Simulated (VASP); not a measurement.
Here is a VASP 6.6.1 calculation.

Contents of INCAR:

```
PREC = Accurate
ENCUT = 600
EDIFF = 1E-6
ISMEAR = 0
SIGMA = 0.1
LREAL = False
LASPH = True
NELM = 60
ALGO = Normal
ISIF = 3
LWAVE = False
LCHARG = False
GGA = PE
IBRION = 2
NSW = 90
EDIFFG = -0.04
```

Contents of KPOINTS:

```
regular mesh
0
Gamma
  6 6 4
```

POSCAR

```
SiBF
1.0
    3.3260361800      0.0000000000      0.0000000000
    0.0000000000      3.3260361800      0.0000000000
    0.0000000000      0.0000000000      5.9559516200
Si B F
2 2 2
Direct
    0.5000000000      0.0000000000      0.8434660400
    0.0000000000      0.5000000000      0.1565339600
    0.5000000000      0.0000000000      0.2491647500
    0.0000000000      0.5000000000      0.7508352500
    0.0000000000      0.0000000000      0.5000000000
    0.5000000000      0.5000000000      0.5000000000
```

Potentials or basis: VASP PAW PBE potentials, release 64 (Si, B, F).

Command:

```console
$ cat potpaw_PBE.64/Si/POTCAR potpaw_PBE.64/B/POTCAR potpaw_PBE.64/F/POTCAR > POTCAR
$ mpirun -np 1 vasp_std > vasp.out
```

(1) Predict the relaxed volume.

(2) What does it give for the space group after relaxing (to 0.05 Å)?

(3) Predict the relaxed cell.

Results:

(1) 9.78 Å³/atom.

(2) P4/nmm (No. 129).

(3) a = 3.092 Å, b = 3.092 Å, c = 6.136 Å, α = 90.00°, β = 90.00°, γ = 90.00°.
